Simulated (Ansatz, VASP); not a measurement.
**SnO in VASP and in Ansatz**

File INCAR:

```
ALGO = Normal
EDIFF = 1E-8
ENCUT = 520
GGA = PE
ISIF = 2
ISMEAR = -1
LASPH = True
LCHARG = False
LEFG = True
LREAL = False
LWAVE = False
NBANDS = 28
NELM = 100
PREC = Accurate
SIGMA = 0.01
```

Contents of KPOINTS:

```
k-points
0
Gamma
  8 8 6
```

POSCAR

```
SnO
1.0
    3.8020000000      0.0000000000      0.0000000000
    0.0000000000      3.8020000000      0.0000000000
    0.0000000000      0.0000000000      4.7392800000
Sn O
2 2
Direct
    0.0000000000      0.5000000000      0.2385000000
    0.5000000000      0.0000000000      0.7615000000
    0.0000000000      0.0000000000      0.0000000000
    0.5000000000      0.5000000000      0.0000000000
```

Input for Ansatz:

```yaml
crystal:
  lattice:
    - [3.802, 0.0, 0.0]
    - [0.0, 3.802, 0.0]
    - [0.0, 0.0, 4.73928]
  atoms:
    - { symbol: Sn, position: [0.0, 0.5, 0.2385] }
    - { symbol: Sn, position: [0.5, 0.0, 0.7615] }
    - { symbol: O, position: [0.0, 0.0, 0.0] }
    - { symbol: O, position: [0.5, 0.5, 0.0] }
kpoints:
  mp_grid: { grid: [8, 8, 6] }
scf:
  occupations: { method: fermi_dirac, width: 0.01 }
hamiltonian:
  xc: pbe
  pseudopotentials: { kind: all_electron, datasets: crystal }
output:
  forces: true
  stress: true
  eigenvalues: true
  efg: { contact_densities: true }
```

Change from the starting cell: zz strain of -2 %, crystal datasets.

Alike in both runs: task electric field gradients; functional PBE; k mesh 8 × 8 × 6; occupations fermi-dirac, width 0.01 eV; no spin polarisation.

```csv
,VASP,Ansatz
version,VASP 6.6.1,Ansatz 0.2.0
potentials or method,"VASP PAW PBE potentials, release 64 (Sn_d, O), cutoff 520 eV","all-electron PAW with datasets made for the crystal, scalar-relativistic"
```

|  | VASP | Ansatz | Ansatz less VASP |
| --- | --- | --- | --- |
| pressure (GPa) | 6.3 | 6.0 | -0.31 |
| traceless stress, the component that is largest in VASP (GPa) | -0.20 | -0.20 | +0.001 |
| rms of the force components (eV/Å) | 0.329 | 0.291 | -0.0380 |
| size of Vzz on the site where it differs most (V/Å²) | 163.6 | 170.5 | +6.88 |

Atom by atom the forces differ by 0.038 eV/Å (rms over components). Ansatz ran all-electron here, and VASP with PAW potentials.
